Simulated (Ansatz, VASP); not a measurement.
## SiO2: VASP beside Ansatz

```
CELL_PARAMETERS angstrom
4.54124 0.00000 0.00000
0.00000 4.54124 0.00000
0.00000 0.00000 2.71475
ATOMIC_POSITIONS crystal
Si 0.50000 0.50000 0.50000
Si 0.00000 0.00000 0.00000
O 0.69301 0.69301 0.00000
O 0.19301 0.80699 0.50000
O 0.30699 0.30699 0.00000
O 0.80699 0.19301 0.50000
```

Alike in both runs: task single point; functional PBE; k mesh 6 × 6 × 10; occupations gaussian, width 0.05 eV; no spin polarisation.

|  | VASP | Ansatz |
| --- | --- | --- |
| version | VASP 6.6.1 | Ansatz 0.2.0 |
| potentials or method | VASP PAW PBE potentials, release 64 (Si, O), cutoff 520 eV | scalar-relativistic, plane waves, PAW |
| valence electrons in the cell | 32 | 32 |

|  | VASP | Ansatz | Ansatz less VASP |
| --- | --- | --- | --- |
| gap on the k mesh at the Fermi level (eV) | 2.89 | 2.92 | +0.027 |
| least direct gap on the mesh (eV) | 2.89 | 2.92 | +0.027 |
| rms of the force components (eV/Å) | 0.722 | 0.737 | +0.0151 |

Atom by atom the forces differ by 0.015 eV/Å (rms over components).
